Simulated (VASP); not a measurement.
Write the native input for VASP 6.6.1 that does the following.

| Property | Result |
| --- | --- |
| Task | single point |
| Functional | PBE |
| Potentials or basis | VASP PAW PBE potentials, release 64 (Te) |
| Cutoff | 520 eV |
| k mesh | 12 × 12 × 8 |
| Occupations | gaussian, width 0.1 eV |
| Spin | no spin polarisation |
| Dipole correction | no |
| Further INCAR settings | ALGO = Fast; EDIFF = 1e-06; NBANDS = 16 |

The structure of Te lies in POSCAR:

```
Te
1.0
    3.2690801500      0.0000000000      0.0000000000
   -1.6345400750      2.8311064569      0.0000000000
    0.0000000000      0.0000000000      7.0011072407
Te
3
Direct
    0.6666670235      0.0000000000      0.3333333333
    0.0000000000      0.6666670235      0.6666666667
    0.3333329765      0.3333329765      0.0000000000
```

The input as run:

INCAR

```
SYSTEM = Te
PREC     = Accurate       ! precision mode
ENCUT    = 520            ! plane-wave cutoff, eV
EDIFF    = 1E-6           ! SCF threshold, eV
ISMEAR   = 0              ! smearing method
SIGMA    = 0.1            ! smearing width, eV
LREAL    = .False.        ! projectors in reciprocal space
LASPH    = .True.         ! aspherical terms in the spheres
NELM     = 60             ! most SCF steps
ALGO     = Fast           ! electronic algorithm
ISIF     = 2              ! what is computed and relaxed
LWAVE    = .False.        ! write WAVECAR
LCHARG   = .False.        ! write CHGCAR
GGA      = PE             ! functional
NBANDS   = 16             ! bands
```

KPOINTS

```
regular mesh
0
Gamma
  12 12 8
  0 0 0
```

Potentials or basis: VASP PAW PBE potentials, release 64 (Te).

The run is started by

```sh
$ cat potpaw_PBE.64/Te/POTCAR > POTCAR
$ mpirun -np 1 vasp_std > vasp.out
```

It gave:

- Pressure: 29.9 GPa
- Band gap on the k mesh: zero (bands 9 and 10 overlap by 4.83 eV)

Caveat: the cell stands under pressure; spin-orbit coupling is left out, which moves the levels of the heavy elements.

It took 92 s on 1 thread of Oxide Virtual Turin-like Processor (shared host), peak memory 0.21 GiB.
